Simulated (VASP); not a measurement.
# BaAlC3N3 (Fm-3m) in VASP: a series of runs, part 2 of 2

VASP 6.6.1. The steps go on from the part before.

**4. Single point, PBE**

This run uses another cell than the first one, of 16.75 Å³/atom.

The input, INCAR:

```
  PREC = Accurate
  ENCUT = 520
  EDIFF = 1E-6
  ISMEAR = 0
  SIGMA = 0.1
  LREAL = Auto
  LASPH = True
  NELM = 60
  ALGO = Fast
  ISIF = 2
  LWAVE = False
  LCHARG = False
  GGA = PE
  NBANDS = 54
```

The input, KPOINTS:

```
regular mesh
0
Gamma
  6 6 6
```

The input, POSCAR:

```
BaAlC3N3
1.0
    0.0000000000      5.1169377952      5.1169377952
    5.1169377952      0.0000000000      5.1169377952
    5.1169377952      5.1169377952      0.0000000000
Ba Al C N
2 2 6 6
Direct
    0.2500000000      0.2500000000      0.2500000000
    0.7500000000      0.7500000000      0.7500000000
    0.0000000000      0.0000000000      0.0000000000
    0.5000000000      0.5000000000      0.5000000000
    0.8045910907      0.1954089093      0.1954089093
    0.1954089093      0.8045910907      0.1954089093
    0.1954089093      0.1954089093      0.8045910907
    0.1954089093      0.8045910907      0.8045910907
    0.8045910907      0.1954089093      0.8045910907
    0.8045910907      0.8045910907      0.1954089093
    0.6868937403      0.3131062597      0.3131062597
    0.3131062597      0.6868937403      0.3131062597
    0.3131062597      0.3131062597      0.6868937403
    0.3131062597      0.6868937403      0.6868937403
    0.6868937403      0.3131062597      0.6868937403
    0.6868937403      0.6868937403      0.3131062597
```

Potentials or basis: VASP PAW PBE potentials, release 64 (Ba_sv, Al, C, N).

Launch:

```sh
cat potpaw_PBE.64/Ba_sv/POTCAR potpaw_PBE.64/Al/POTCAR potpaw_PBE.64/C/POTCAR potpaw_PBE.64/N/POTCAR > POTCAR
mpirun -np 1 vasp_std > vasp.out
```

OUTCAR:

```text
PREC = Accurate
   ENCUT = 520
   EDIFF = 1E-6
   ISMEAR = 0
   LREAL = Auto
   LASPH = True
   NELM = 60
   ISIF = 2
   GGA = PE

 ion  position               nearest neighbor table
   1  0.250  0.250  0.250-
   2  0.750  0.750  0.750-
   3  0.000  0.000  0.000-   5 2.00   6 2.00   7 2.00   8 2.00   9 2.00  10 2.00
   4  0.500  0.500  0.500-  11 1.91  12 1.91  13 1.91  14 1.91  15 1.91  16 1.91
   5  0.805  0.195  0.195-  11 1.20   3 2.00
   6  0.195  0.805  0.195-  12 1.20   3 2.00
   7  0.195  0.195  0.805-  13 1.20   3 2.00
   8  0.195  0.805  0.805-  14 1.20   3 2.00
   9  0.805  0.195  0.805-  15 1.20   3 2.00
  10  0.805  0.805  0.195-  16 1.20   3 2.00
  11  0.687  0.313  0.313-   5 1.20   4 1.91
  12  0.313  0.687  0.313-   6 1.20   4 1.91
  13  0.313  0.313  0.687-   7 1.20   4 1.91
  14  0.313  0.687  0.687-   8 1.20   4 1.91
  15  0.687  0.313  0.687-   9 1.20   4 1.91
  16  0.687  0.687  0.313-  10 1.20   4 1.91

  LATTYP: Found a face centered cubic cell.
 ALAT       =    10.2338755904

  Lattice vectors:

 A1 = (   0.0000000000,   5.1169377952,   5.1169377952)
 A2 = (   5.1169377952,   0.0000000000,   5.1169377952)
 A3 = (   5.1169377952,   5.1169377952,   0.0000000000)

Analysis of symmetry for initial positions (statically):
=====================================================================
 Subroutine PRICEL returns:
 Original cell was already a primitive cell.

 Routine SETGRP: Setting up the symmetry group for a
 face centered cubic supercell.

 Subroutine GETGRP returns: Found 48 space group operations
 (whereof 48 operations were pure point group operations)
 out of a pool of 48 trial point group operations.

The static configuration has the point symmetry O_h .

Analysis of symmetry for dynamics (positions and initial velocities):
=====================================================================
 Subroutine PRICEL returns:
[... 152 lines left out ...]
   LORBIT       =      0    0 simple, 1 ext, 2 COOP (PROOUT), +10 PAW based schemes
   GGA     = PE    functional components
   LHFCALC =     F    Hartree Fock is set to
   AEXX    =    0.0000 exact exchange contribution
   IVDW    =     0    specifies the selected vdW correction
   LEPSILON=     F    determine dielectric tensor
   LRPA    =     F    only Hartree local field effects (RPA)
 non-spin polarized calculation
 RMM-DIIS sequential band-by-band and
 Gauss-broadening in eV      SIGMA  =   0.10
  energy-cutoff  :      520.00
  volume of cell :      267.95
 maximum number of plane-waves:      7239
 NGX is ok and might be reduce to    54
   NGX = 27   NGY = 27   NGZ = 27

 number of electron      79.9999994 magnetization

 Free energy of the ion-electron system (eV)
  ---------------------------------------------------
  ext. energy  EPLUGINS =         0.00000000
  ---------------------------------------------------
  free energy    TOTEN  =      -116.39433820 eV

  energy without entropy =     -116.36704124  energy(sigma->0) =     -116.38068972

 E-fermi :   4.6664     XC(G=0):  -8.7650

 val. band max:        4.6514702580   @ k =   0.1667   0.0000   0.0000
 cond. band min:       4.7060948695   @ k =   0.1667   0.1667   0.0000
 fundamental gap:      0.0546246115
 Fermi energy:         4.6663790134

 k-point     1 :       0.0000    0.0000    0.0000
  band No.  band energies     occupation
      1     -26.2869      2.00000
      2     -26.2809      2.00000
      3     -15.5920      2.00000
      4     -15.1541      2.00000
      5     -15.1541      2.00000
      6     -15.1541      2.00000
[... 869 lines left out ...]
     51       6.8038      0.00000
     52       6.9268      0.00000
 [bands above 52 left out]

------------------------ aborting loop because EDIFF is reached ----------------------------------------

  FORCE on cell =-STRESS in cart. coord.  units (eV):
  Direction    XX          YY          ZZ          XY          YZ          ZX
  --------------------------------------------------------------------------------------
  -------------------------------------------------------------------------------------
  Total        0.5742142      0.5742142      0.5742142     -0.0000000      0.0000000     -0.0000000
  in kB        3.4333975      3.4333975      3.4333975     -0.0000000      0.0000000     -0.0000000
  external PRESSURE =       3.4333975 kB  Pullay stress =       0.0000000 kB

 VOLUME and BASIS-vectors are now :
 -----------------------------------------------------------------------------
  energy-cutoff  :      520.00
  volume of cell :      267.95
      direct lattice vectors                 reciprocal lattice vectors
     0.000000000  5.116937795  5.116937795    -0.097714692  0.097714692  0.097714692
     5.116937795  0.000000000  5.116937795     0.097714692 -0.097714692  0.097714692
     5.116937795  5.116937795  0.000000000     0.097714692  0.097714692 -0.097714692

 POSITION                                       TOTAL-FORCE (eV/Angst)
 -----------------------------------------------------------------------------------
      2.55847      2.55847      2.55847         0.000000     -0.000000      0.000000
      7.67541      7.67541      7.67541         0.000000     -0.000000      0.000000
      0.00000      0.00000      0.00000         0.000000     -0.000000      0.000000
      5.11694      5.11694      5.11694         0.000000     -0.000000      0.000000
      1.99979      5.11694      5.11694        -0.230708     -0.000000      0.000000
      5.11694      1.99979      5.11694         0.000000     -0.230708      0.000000
[... 8 lines left out ...]
      5.11694      7.02959      5.11694         0.000000     -0.260792      0.000000
      5.11694      5.11694      7.02959         0.000000     -0.000000     -0.260792
 -----------------------------------------------------------------------------------
    total drift:                               -0.000000      0.000000      0.000000

  FREE ENERGIE OF THE ION-ELECTRON SYSTEM (eV)
  ---------------------------------------------------
  free  energy   TOTEN  =      -116.3943382022 eV

  energy  without entropy=     -116.3670412406  energy(sigma->0) =     -116.38068972
```

It took 20 min on 1 thread of Oxide Virtual Turin-like, shared host; peak memory 0.46 GiB.

What came out:

- Free energy: -116.3943 eV
- Pressure: 0.3 GPa
- Largest force: 0.261 eV/Å
- Band gap on the k mesh: zero (bands 40 and 41 overlap by 1.60 eV)

Forces on the atoms (eV/Å):
```
Ba   0.000  0.000  0.000
Ba   0.000  0.000  0.000
Al   0.000  0.000  0.000
Al   0.000  0.000  0.000
C   -0.231  0.000  0.000
C    0.000 -0.231  0.000
C    0.000  0.000 -0.231
C    0.231  0.000  0.000
C    0.000  0.231  0.000
C    0.000  0.000  0.231
N    0.261  0.000  0.000
N    0.000  0.261  0.000
N    0.000  0.000  0.261
N   -0.261  0.000  0.000
N    0.000 -0.261  0.000
N    0.000  0.000 -0.261
```

Caveat: spin-orbit coupling is left out, which moves the levels of the heavy elements.

**5. Single point, PBE, collinear spin, ferromagnetic start**

The input, INCAR:

```
PREC = Accurate ; ENCUT = 520
EDIFF = 1E-6 ; ISMEAR = 0
SIGMA = 0.1 ; LREAL = Auto
LASPH = True ; NELM = 150
ALGO = Fast ; ISIF = 2
LWAVE = False ; LCHARG = False
ISPIN = 2 ; MAGMOM = 0 0 0 0 1 1 1 1 1 1 1 1 1 1 1 1
LORBIT = 11 ; GGA = PE
NBANDS = 58
```

The input, KPOINTS:

```
regular mesh
0
Gamma
  4 4 4
```

The input, POSCAR:

```
BaAlC3N3
1.0
    0.0000000000      5.0075000000      5.0075000000
    5.0075000000      0.0000000000      5.0075000000
    5.0075000000      5.0075000000      0.0000000000
Ba Al C N
2 2 6 6
Direct
    0.2500000000      0.2500000000      0.2500000000
    0.7500000000      0.7500000000      0.7500000000
    0.0000000000      0.0000000000      0.0000000000
    0.5000000000      0.5000000000      0.5000000000
    0.8127808300      0.1872191700      0.1872191700
    0.1872191700      0.8127808300      0.1872191700
    0.1872191700      0.1872191700      0.8127808300
    0.1872191700      0.8127808300      0.8127808300
    0.8127808300      0.1872191700      0.8127808300
    0.8127808300      0.8127808300      0.1872191700
    0.6959560700      0.3040439300      0.3040439300
    0.3040439300      0.6959560700      0.3040439300
    0.3040439300      0.3040439300      0.6959560700
    0.3040439300      0.6959560700      0.6959560700
    0.6959560700      0.3040439300      0.6959560700
    0.6959560700      0.6959560700      0.3040439300
```

Potentials or basis: VASP PAW PBE potentials, release 64 (Ba_sv, Al, C, N).

Launch:

```sh
cat potpaw_PBE.64/Ba_sv/POTCAR potpaw_PBE.64/Al/POTCAR potpaw_PBE.64/C/POTCAR potpaw_PBE.64/N/POTCAR > POTCAR
mpirun -np 1 vasp_std > vasp.out
```

OUTCAR:

```text
PREC = Accurate
   ENCUT = 520
   EDIFF = 1E-6
   ISMEAR = 0
   LREAL = Auto
   LASPH = True
   NELM = 150
   ISIF = 2
   ISPIN = 2
   LORBIT = 11
   GGA = PE

 ion  position               nearest neighbor table
   1  0.250  0.250  0.250-
   2  0.750  0.750  0.750-
   3  0.000  0.000  0.000-   5 1.87   6 1.87   7 1.87   8 1.87   9 1.87  10 1.87
   4  0.500  0.500  0.500-  11 1.96  12 1.96  13 1.96  14 1.96  15 1.96  16 1.96
   5  0.813  0.187  0.187-  11 1.17   3 1.87
   6  0.187  0.813  0.187-  12 1.17   3 1.87
   7  0.187  0.187  0.813-  13 1.17   3 1.87
   8  0.187  0.813  0.813-  14 1.17   3 1.87
   9  0.813  0.187  0.813-  15 1.17   3 1.87
  10  0.813  0.813  0.187-  16 1.17   3 1.87
  11  0.696  0.304  0.304-   5 1.17   4 1.96
  12  0.304  0.696  0.304-   6 1.17   4 1.96
  13  0.304  0.304  0.696-   7 1.17   4 1.96
  14  0.304  0.696  0.696-   8 1.17   4 1.96
  15  0.696  0.304  0.696-   9 1.17   4 1.96
  16  0.696  0.696  0.304-  10 1.17   4 1.96

  LATTYP: Found a face centered cubic cell.
 ALAT       =    10.0150000000

  Lattice vectors:

 A1 = (   0.0000000000,   5.0075000000,   5.0075000000)
 A2 = (   5.0075000000,   0.0000000000,   5.0075000000)
 A3 = (   5.0075000000,   5.0075000000,   0.0000000000)

Analysis of symmetry for initial positions (statically):
=====================================================================
 Subroutine PRICEL returns:
 Original cell was already a primitive cell.

 Routine SETGRP: Setting up the symmetry group for a
 face centered cubic supercell.

 Subroutine GETGRP returns: Found 48 space group operations
 (whereof 48 operations were pure point group operations)
 out of a pool of 48 trial point group operations.

[... 200 lines left out ...]
 k-point     1 :       0.0000    0.0000    0.0000
  band No.  band energies     occupation
      1     -25.8073      1.00000
      2     -25.7987      1.00000
      3     -15.4818      1.00000
      4     -15.0867      1.00000
      5     -15.0867      1.00000
      6     -15.0867      1.00000
[... 429 lines left out ...]
     51       7.3279      0.00000
     52       7.4142      0.00000
 Fermi energy:         5.1369560877

 spin component 2

 k-point     1 :       0.0000    0.0000    0.0000
  band No.  band energies     occupation
      1     -25.8073      1.00000
      2     -25.7987      1.00000
      3     -15.4818      1.00000
      4     -15.0867      1.00000
      5     -15.0867      1.00000
      6     -15.0867      1.00000
[... 429 lines left out ...]
     51       7.2645      0.00000
     52       7.3279      0.00000
 [bands above 52 left out]

------------------------ aborting loop because EDIFF is reached ----------------------------------------

  FORCE on cell =-STRESS in cart. coord.  units (eV):
  Direction    XX          YY          ZZ          XY          YZ          ZX
  --------------------------------------------------------------------------------------
  -------------------------------------------------------------------------------------
  Total       15.2101772     15.2101772     15.2101772     -0.0000000      0.0000000     -0.0000000
  in kB       97.0402675     97.0402675     97.0402675     -0.0000000      0.0000000     -0.0000000
  external PRESSURE =      97.0402675 kB  Pullay stress =       0.0000000 kB

 VOLUME and BASIS-vectors are now :
 -----------------------------------------------------------------------------
  energy-cutoff  :      520.00
  volume of cell :      251.13
      direct lattice vectors                 reciprocal lattice vectors
     0.000000000  5.007500000  5.007500000    -0.099850225  0.099850225  0.099850225
     5.007500000  0.000000000  5.007500000     0.099850225 -0.099850225  0.099850225
     5.007500000  5.007500000  0.000000000     0.099850225  0.099850225 -0.099850225

 POSITION                                       TOTAL-FORCE (eV/Angst)
 -----------------------------------------------------------------------------------
      2.50375      2.50375      2.50375        -0.000000      0.000000      0.000000
      7.51125      7.51125      7.51125        -0.000000      0.000000      0.000000
      0.00000      0.00000      0.00000        -0.000000      0.000000      0.000000
      5.00750      5.00750      5.00750        -0.000000      0.000000      0.000000
      1.87500      5.00750      5.00750        -2.203048      0.000000      0.000000
      5.00750      1.87500      5.00750        -0.000000     -2.203048      0.000000
[... 8 lines left out ...]
      5.00750      6.97000      5.00750        -0.000000     -4.975564      0.000000
      5.00750      5.00750      6.97000        -0.000000      0.000000     -4.975564
 -----------------------------------------------------------------------------------
    total drift:                               -0.000000     -0.000000     -0.000000

  FREE ENERGIE OF THE ION-ELECTRON SYSTEM (eV)
  ---------------------------------------------------
  free  energy   TOTEN  =      -115.1248551341 eV

  energy  without entropy=     -115.1056562562  energy(sigma->0) =     -115.11525570

 total charge

# of ion       s       p       d       tot
------------------------------------------
    1        1.977   5.599   0.180   7.757
    2        1.977   5.599   0.180   7.757
    3        0.345   0.559   0.000   0.904
    4        0.277   0.380   0.000   0.657
    5        0.977   1.672   0.000   2.649
    6        0.977   1.672   0.000   2.649
[... 8 lines left out ...]
   15        1.299   2.663   0.000   3.962
   16        1.299   2.663   0.000   3.962
--------------------------------------------------
tot         18.233  38.150   0.360  56.744

 magnetization (x)

# of ion       s       p       d       tot
------------------------------------------
    1        0.000  -0.000  -0.000  -0.000
    2        0.000  -0.000  -0.000  -0.000
    3        0.000   0.000   0.000   0.000
    4        0.000  -0.000   0.000  -0.000
    5       -0.000  -0.000   0.000  -0.000
    6       -0.000  -0.000   0.000  -0.000
[... 8 lines left out ...]
   15        0.000   0.000   0.000   0.000
   16        0.000   0.000   0.000   0.000
--------------------------------------------------
tot          0.000   0.000  -0.000   0.000
```

stdout:

```text
POSCAR found type information on POSCAR BaAlC N
 POSCAR found :  4 types and      16 ions
 scaLAPACK will be used
 LDA part: xc-table for (Slater+PW92), standard interpolation
 POSCAR, INCAR and KPOINTS ok, starting setup
 FFT: planning ... GRIDC
 FFT: planning ... GRID_SOFT
 FFT: planning ... GRID
 WAVECAR not read
 entering main loop
WARNING in EDDRMM: call to ZHEGV failed, returncode =   6  3     42
WARNING in EDDRMM: call to ZHEGV failed, returncode =   6  3     24
WARNING in EDDRMM: call to ZHEGV failed, returncode =   6  3     40
```

Wall time 13 min (1 thread of Oxide Virtual Turin-like, shared host); peak memory 0.58 GiB.

Results:

| Property | Result |
| --- | --- |
| Free energy | -115.1249 eV |
| Pressure | 9.7 GPa |
| Largest force | 4.976 eV/Å |
| Band gap on the k mesh | zero (filled and empty bands overlap) |
| Net moment | 0.00 μB per cell |
| Valence electrons inside the program's atomic spheres | Ba 7.76; Al 0.90, 0.66; C 2.65; N 3.96 |

Forces on the atoms (eV/Å):
```
Ba   0.000  0.000  0.000
Ba   0.000  0.000  0.000
Al   0.000  0.000  0.000
Al   0.000  0.000  0.000
C   -2.203  0.000  0.000
C    0.000 -2.203  0.000
C    0.000  0.000 -2.203
C    2.203  0.000  0.000
C    0.000  2.203  0.000
C    0.000  0.000  2.203
N    4.976  0.000  0.000
N    0.000  4.976  0.000
N    0.000  0.000  4.976
N   -4.976  0.000  0.000
N    0.000 -4.976  0.000
N    0.000  0.000 -4.976
```

Caveat: the cell stands under pressure; spin-orbit coupling is left out, which moves the levels of the heavy elements; forces of over 1 eV/Å act on the atoms, so gaps and moduli don't describe the material at rest.

**6. Summary**

| spin | cell | k mesh | gap on the mesh (eV) | pressure (GPa) | largest force (eV/Å) |
| --- | --- | --- | --- | --- | --- |
| off | a = 7.082 Å, angles 60.0°, 16 atoms, atomic positions A | 4 × 4 × 4 | none | 9.7 | 4.98 |
| off | a = 7.224 Å, angles 60.0°, 16 atoms, atomic positions B | 4 × 4 × 4 | none | 0.6 | 0.25 |
| off | a = 7.236 Å, angles 60.0°, 16 atoms, atomic positions C | 6 × 6 × 6 | none | 0.3 | 0.26 |
| collinear, ferromagnetic start | a = 7.082 Å, angles 60.0°, 16 atoms, atomic positions A | 4 × 4 × 4 | none | 9.7 | 4.98 |

Alike in all rows: task single point; level PBE; potentials or basis VASP PAW PBE potentials, release 64 (Ba_sv, Al, C, N); cutoff (eV) 520; smearing gaussian 0.1 eV.

Caveats: spin-orbit coupling is left out, which moves the levels of the heavy elements; the cell stands under pressure (at least some runs); forces of over 1 eV/Å act on the atoms, so gaps and moduli don't describe the material at rest (at least some runs).

Absolute energies hang on the potentials; compare differences alone.

The gap in the log of VASP goes by the Fermi energy; the results here count the filled bands.